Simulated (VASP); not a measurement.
# AlNi in VASP: notebook

Runs on AlNi. Level: PBEsol. Tasks: single point, relaxation of the atoms.

Program: VASP 6.6.1. These are calculated values, not measurements. Logs are shortened: lines on timing, memory, paths and dates and some standing lists are left out, and cuts for length are marked.

### Step 1. The cell of the first run

The cell holds a slab with vacuum, 6 atoms: a = 2.862 Å, b = 2.862 Å, c = 24.155 Å, α = 90.00°, β = 90.00°, γ = 90.00°.

### Step 2. Single point, PBEsol

File INCAR:

```
SYSTEM = AlNi
PREC = Accurate
ENCUT = 520
EDIFF = 1E-7
ISMEAR = 0
SIGMA = 0.1
LREAL = .False.
LASPH = .True.
NELM = 80
ALGO = Normal
ISIF = 2
LWAVE = .False.
LCHARG = .True.
LDIPOL = .True.
IDIPOL = 3
DIPOL = 0.5 0.5 0.500
GGA = PS
LELF = .True.
LVHAR = .True.
LVACPOTAV = .True.
NBANDS = 28
```

File KPOINTS:

```
Automatic mesh
0
Gamma
  10 10 1
  0 0 0
```

File POSCAR:

```
AlNi
1.0
    2.8621655562      0.0000000000      0.0000000000
    0.0000000000      2.8621655562      0.0000000000
    0.0000000000      0.0000000000     24.1554138905
Ni Al
3 3
Direct
    0.5000000000      0.5000000000      0.3518879883
    0.5000000000      0.5000000000      0.4703775977
    0.5000000000      0.5000000000      0.5913244383
    0.0000000000      0.0000000000      0.4111327930
    0.0000000000      0.0000000000      0.5297548153
    0.0000000000      0.0000000000      0.6469359373
```

Potentials or basis: VASP PAW PBE potentials, release 64 (Ni, Al).

On the command line:

```console
cat potpaw_PBE.64/Ni/POTCAR potpaw_PBE.64/Al/POTCAR > POTCAR
mpirun -np 1 vasp_std > vasp.out
```

OUTCAR:

```text
SYSTEM = AlNi
   PREC = Accurate
   ENCUT = 520
   EDIFF = 1E-7
   ISMEAR = 0
   LREAL = .False.
   LASPH = .True.
   NELM = 80
   ISIF = 2
   GGA = PS

 ion  position               nearest neighbor table
   1  0.500  0.500  0.352-   4 2.48   4 2.48   4 2.48   4 2.48   2 2.86
   2  0.500  0.500  0.470-   4 2.48   4 2.48   4 2.48   4 2.48   5 2.48   5 2.48   5 2.48   5 2.48
                             1 2.86   3 2.92
   3  0.500  0.500  0.591-   6 2.43   6 2.43   6 2.43   6 2.43   5 2.51   5 2.51   5 2.51   5 2.51
                             2 2.92
   4  0.000  0.000  0.411-   1 2.48   2 2.48   1 2.48   2 2.48   1 2.48   2 2.48   1 2.48   2 2.48
                             5 2.87
   5  0.000  0.000  0.530-   2 2.48   2 2.48   2 2.48   2 2.48   3 2.51   3 2.51   3 2.51   3 2.51
                             6 2.83   4 2.87
   6  0.000  0.000  0.647-   3 2.43   3 2.43   3 2.43   3 2.43   5 2.83

  LATTYP: Found a simple tetragonal cell.
 ALAT       =     2.8621655562
 C/A-ratio  =     8.4395585846

  Lattice vectors:

 A1 = (   2.8621655562,   0.0000000000,   0.0000000000)
 A2 = (   0.0000000000,   2.8621655562,   0.0000000000)
 A3 = (   0.0000000000,   0.0000000000,  24.1554138905)

Analysis of symmetry for initial positions (statically):
=====================================================================
 Subroutine PRICEL returns:
 Original cell was already a primitive cell.

 Routine SETGRP: Setting up the symmetry group for a
 simple tetragonal supercell.

 Subroutine GETGRP returns: Found  8 space group operations
 (whereof  8 operations were pure point group operations)
 out of a pool of 16 trial point group operations.

The static configuration has the point symmetry C_4v.

Analysis of symmetry for dynamics (positions and initial velocities):
=====================================================================
 Subroutine PRICEL returns:
 Original cell was already a primitive cell.

 Routine SETGRP: Setting up the symmetry group for a
 simple tetragonal supercell.

 Subroutine GETGRP returns: Found  8 space group operations
 (whereof  8 operations were pure point group operations)
 out of a pool of 16 trial point group operations.

The dynamic configuration has the point symmetry C_4v.

 Subroutine INISYM returns: Found  8 space group operations
 (whereof  8 operations are pure point group operations),
 and found     1 'primitive' translations

----------------------------------------------------------------------------------------

                                     Primitive cell

  volume of cell :     197.8809

  direct lattice vectors                    reciprocal lattice vectors
     2.862165556  0.000000000  0.000000000     0.349385799  0.000000000  0.000000000
     0.000000000  2.862165556  0.000000000     0.000000000  0.349385799  0.000000000
     0.000000000  0.000000000 24.155413891     0.000000000  0.000000000  0.041398587

  length of vectors
     2.862165556  2.862165556 24.155413891     0.349385799  0.349385799  0.041398587

  position of ions in fractional coordinates (direct lattice)
     0.500000000  0.500000000  0.351887988
     0.500000000  0.500000000  0.470377598
     0.500000000  0.500000000  0.591324438
     0.000000000  0.000000000  0.411132793
     0.000000000  0.000000000  0.529754815
     0.000000000  0.000000000  0.646935937

  ion indices of the primitive-cell ions
   primitive index   ion index
                 1           1
                 2           2
                 3           3
                 4           4
                 5           5
                 6           6

----------------------------------------------------------------------------------------

 KPOINTS: Automatic mesh

Automatic generation of k-mesh.
 Grid dimensions read from file:
 generate k-points for:   10   10    1

 Generating k-lattice:

  Cartesian coordinates                     Fractional coordinates (reciprocal lattice)
     0.034938580  0.000000000  0.000000000     0.100000000  0.000000000  0.000000000
     0.000000000  0.034938580  0.000000000     0.000000000  0.100000000  0.000000000
     0.000000000  0.000000000  0.041398587     0.000000000  0.000000000  1.000000000

  Length of vectors
     0.034938580  0.034938580  0.041398587

  Shift w.r.t. Gamma in fractional coordinates (k-lattice)
     0.000000000  0.000000000  0.000000000

 Subroutine IBZKPT returns following result:
 ===========================================

 Found     21 irreducible k-points:

 Following reciprocal coordinates:
            Coordinates               Weight
  0.000000  0.000000  0.000000      1.000000
  0.100000  0.000000  0.000000      4.000000
  0.200000  0.000000  0.000000      4.000000
  0.300000  0.000000  0.000000      4.000000
  0.400000  0.000000  0.000000      4.000000
  0.500000  0.000000  0.000000      2.000000
[... 13 lines left out ...]
  0.500000  0.400000  0.000000      4.000000
  0.500000  0.500000  0.000000      1.000000
   k-points           NKPTS =     21   k-points in BZ     NKDIM =     21   number of bands    NBANDS=     28
   number of dos      NEDOS =    301   number of ions     NIONS =      6
   total plane-waves  NPLWV = 103680
   dimension x,y,z NGX =    24 NGY =   24 NGZ =  180
   dimension x,y,z NGXF=    48 NGYF=   48 NGZF=  360
   ions per type =               3   3
   NGX,Y,Z   is equivalent  to a cutoff of  13.94, 13.94, 12.39 a.u.
   NGXF,Y,Z  is equivalent  to a cutoff of  27.88, 27.88, 24.78 a.u.
 SYSTEM =  AlNi
   PREC   = accura    normal or accurate (medium, high low for compatibility)
   ISTART =      0    job   : 0-new  1-cont  2-samecut
   ICHARG =      2    charge: 1-file 2-atom 10-const
   ISPIN  =      1    spin polarized calculation?
   LNONCOLLINEAR =      F non collinear calculations
   LSORBIT =      F    spin-orbit coupling
   LASPH  =      T    aspherical Exc in radial PAW
   ENCUT  =  520.0 eV  38.22 Ry    6.18 a.u.   5.32  5.32 44.91*2*pi/ulx,y,z
   NELM   =     80;   NELMIN=  2; NELMDL= -5     # of ELM steps
   EDIFF  = 0.1E-06   stopping-criterion for ELM
   LREAL  =      F    real-space projection
   EDIFFG = 0.1E-05   stopping-criterion for IOM
   NSW    =      0    number of steps for IOM
   IBRION =     -1    ionic relax: 0-MD 1-quasi-New 2-CG
   NFREE  =      0    steps in history (QN), initial steepest desc. (CG)
   ISIF   =      2    stress and relaxation
   ISYM   =      2    0-nonsym 1-usesym 2-fastsym
   POTIM  = 0.5000    time-step for ionic-motion
   TEBEG  =    0.0;   TEEND  =   0.0 temperature during run
   PSTRESS=    0.0 pullay stress
   NELECT =      39.0000    total number of electrons
   NUPDOWN=      -1.0000    fix difference up-down
   EMIN   =  10.00;   EMAX   =-10.00  energy-range for DOS
   EFERMI =   0.00;   METHOD = LEGACY
   ISMEAR =     0;   SIGMA  =   0.10  broadening in eV -4-tet -1-fermi 0-gaus
   EFERMI_NEDOS =   21; number of points for ismear=-14 and -15
   IALGO  =     38    algorithm
   IMIX   =      4    mixing-type and parameters
     AMIX     =   0.40;   BMIX     =  1.00
     AMIX_MAG =   1.60;   BMIX_MAG =  1.00
  volume/ion in A,a.u.               =      32.98       222.56
  Fermi-wavevector in a.u.,A,eV,Ry     =   0.952712  1.800365 12.349470  0.907660
  Thomas-Fermi vector in A             =   2.081300
   LORBIT       =      0    0 simple, 1 ext, 2 COOP (PROOUT), +10 PAW based schemes
   GGA     = PS    functional components
   LHFCALC =     F    Hartree Fock is set to
   AEXX    =    0.0000 exact exchange contribution
   IVDW    =     0    specifies the selected vdW correction
   LEPSILON=     F    determine dielectric tensor
   LRPA    =     F    only Hartree local field effects (RPA)
 non-spin polarized calculation
 Gauss-broadening in eV      SIGMA  =   0.10
  energy-cutoff  :      520.00
  volume of cell :      197.88
 maximum number of plane-waves:      5377
 NGX is ok and might be reduce to    24
   NGX = 11   NGY = 11   NGZ = 89

 dipolmoment           0.000000      0.000000      0.006016 electrons x Angstroem

 number of electron      39.0000016 magnetization

 dipolmoment           0.000000      0.000000     -0.030193 electrons x Angstroem

 Free energy of the ion-electron system (eV)
  ---------------------------------------------------
  ext. energy  EPLUGINS =         0.00000000
  ---------------------------------------------------
  free energy    TOTEN  =       -32.04052663 eV

  energy without entropy =      -32.02326731  energy(sigma->0) =      -32.03189697

 E-fermi :   0.8491     XC(G=0):  -5.3021

 val. band max:        0.8484300301   @ k =   0.5000   0.2000   0.0000
 cond. band min:       0.8517320265   @ k =   0.5000   0.0000   0.0000
 fundamental gap:      0.0033019964
 Fermi energy:         0.8491089562

 k-point     1 :       0.0000    0.0000    0.0000
  band No.  band energies     occupation
      1      -9.9911      2.00000
      2      -8.7221      2.00000
      3      -6.7976      2.00000
      4      -4.5733      2.00000
      5      -2.9206      2.00000
      6      -2.4266      2.00000
[... 20 lines left out ...]
     27       6.8984      0.00000
     28       7.1064      0.00000

 k-point     2 :       0.1000    0.0000    0.0000
  band No.  band energies     occupation
      1      -9.8059      2.00000
      2      -8.5424      2.00000
      3      -6.6445      2.00000
      4      -4.4137      2.00000
      5      -2.8329      2.00000
      6      -2.4209      2.00000
[... 20 lines left out ...]
     27       6.5792      0.00000
     28       7.1378      0.00000

 k-point     3 :       0.2000    0.0000    0.0000
  band No.  band energies     occupation
      1      -9.2559      2.00000
      2      -8.0106      2.00000
      3      -6.2003      2.00000
      4      -3.9560      2.00000
      5      -2.6147      2.00000
      6      -2.4876      2.00000
[... 523 lines left out ...]
      3      -3.2401      2.00000
      4      -3.2037      2.00000
      5      -2.9069      2.00000
      6      -2.5928      2.00000
[... 20 lines left out ...]
     27       4.4648      0.00000
     28       5.2519      0.00000

 k-point    21 :       0.5000    0.5000    0.0000
  band No.  band energies     occupation
      1      -4.3738      2.00000
      2      -3.7996      2.00000
      3      -3.1121      2.00000
      4      -3.1121      2.00000
      5      -2.5525      2.00000
      6      -2.5525      2.00000
[... 20 lines left out ...]
     27       4.3181      0.00000
     28       4.8418      0.00000

------------------------ aborting loop because EDIFF is reached ----------------------------------------

  FORCE on cell =-STRESS in cart. coord.  units (eV):
  Direction    XX          YY          ZZ          XY          YZ          ZX
  --------------------------------------------------------------------------------------
  -------------------------------------------------------------------------------------
  Total       -3.2583115     -3.2583115     -0.6426056      0.0000000      0.0000000      0.0000000
  in kB      -26.3814822    -26.3814822     -5.2029671      0.0000000      0.0000000      0.0000000
  external PRESSURE =     -19.3219772 kB  Pullay stress =       0.0000000 kB

 VOLUME and BASIS-vectors are now :
 -----------------------------------------------------------------------------
  energy-cutoff  :      520.00
  volume of cell :      197.88
      direct lattice vectors                 reciprocal lattice vectors
     2.862165556  0.000000000  0.000000000     0.349385799  0.000000000  0.000000000
     0.000000000  2.862165556  0.000000000     0.000000000  0.349385799  0.000000000
     0.000000000  0.000000000 24.155413891     0.000000000  0.000000000  0.041398587

 POSITION                                       TOTAL-FORCE (eV/Angst)
 -----------------------------------------------------------------------------------
      1.43108      1.43108      8.50000         0.000000     -0.000000      0.734136
      1.43108      1.43108     11.36217         0.000000      0.000000      0.239498
      1.43108      1.43108     14.28369        -0.000000      0.000000     -0.006087
      0.00000      0.00000      9.93108         0.000000      0.000000     -0.975929
      0.00000      0.00000     12.79645         0.000000      0.000000     -0.017697
      0.00000      0.00000     15.62701         0.000000      0.000000      0.026078
 -----------------------------------------------------------------------------------
    total drift:                                0.000000     -0.000000     -0.000261

  FREE ENERGIE OF THE ION-ELECTRON SYSTEM (eV)
  ---------------------------------------------------
  free  energy   TOTEN  =       -32.0405266320 eV

  energy  without entropy=      -32.0232673112  energy(sigma->0) =      -32.03189697

 vacuum level on the upper side and lower side of the slab         4.933         5.600
```

It took 2.9 min on 1 thread of Intel Xeon 6975P-C (Granite Rapids), shared host; peak memory 0.34 GiB.

What came out:

* Free energy: -32.0405 eV
* Largest force: 0.976 eV/Å
* Band gap on the k mesh: zero (an odd number of electrons rules out a gap without spin polarisation)

Forces on the atoms (eV/Å):
```
Ni   0.000  0.000  0.734
Ni   0.000  0.000  0.239
Ni   0.000  0.000 -0.006
Al   0.000  0.000 -0.976
Al   0.000  0.000 -0.018
Al   0.000  0.000  0.026
```

Caveat: the PAW data sets were made with another functional, which shifts forces and pressure a little.

[end of part 1 of 2]
